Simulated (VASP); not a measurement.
A run of VASP 6.6.1:

The input INCAR:

```
SYSTEM = CdTe
PREC     = Accurate       ! precision mode
ENCUT    = 520            ! plane-wave cutoff, eV
EDIFF    = 1E-7           ! SCF threshold, eV
ISMEAR   = 0              ! smearing method
SIGMA    = 0.01           ! smearing width, eV
LREAL    = .FALSE.        ! projectors in reciprocal space
LASPH    = .TRUE.         ! aspherical terms in the spheres
NELM     = 60             ! most SCF steps
ALGO     = Normal         ! electronic algorithm
ISIF     = 2              ! what is computed and relaxed
LWAVE    = .FALSE.        ! write WAVECAR
LCHARG   = .FALSE.        ! write CHGCAR
NBANDS   = 16             ! bands
```

Contents of KPOINTS:

```
regular mesh
0
G
  6 6 6
  0 0 0
```

The input POSCAR:

```
CdTe
1.0
    4.5325540000      0.0000000000      0.0000000000
    2.2662770000      3.9253069080      0.0000000000
    2.2662770000      1.3084356360      3.7008148439
Cd Te
1 1
Direct
    0.0000000000      0.0000000000      0.0000000000
    0.2500000000      0.2500000000      0.2500000000
```

Potentials or basis: VASP PAW LDA potentials, release 64 (Cd, Te).

The run is started by

```bash
$ cat potpaw_LDA.64/Cd/POTCAR potpaw_LDA.64/Te/POTCAR > POTCAR
$ mpirun -np 1 vasp_std > vasp.out
```

Hardware: 1 thread of Intel(R) Xeon(R) Platinum 8559C (Emerald Rapids) (shared host).

Problem. Estimate the wall time of this run.

Solution. Run time: 9.9 s on 1 thread of Intel(R) Xeon(R) Platinum 8559C (Emerald Rapids), on a shared host, peak memory 0.17 GiB. Counts: scf iterations 13, k points 16.
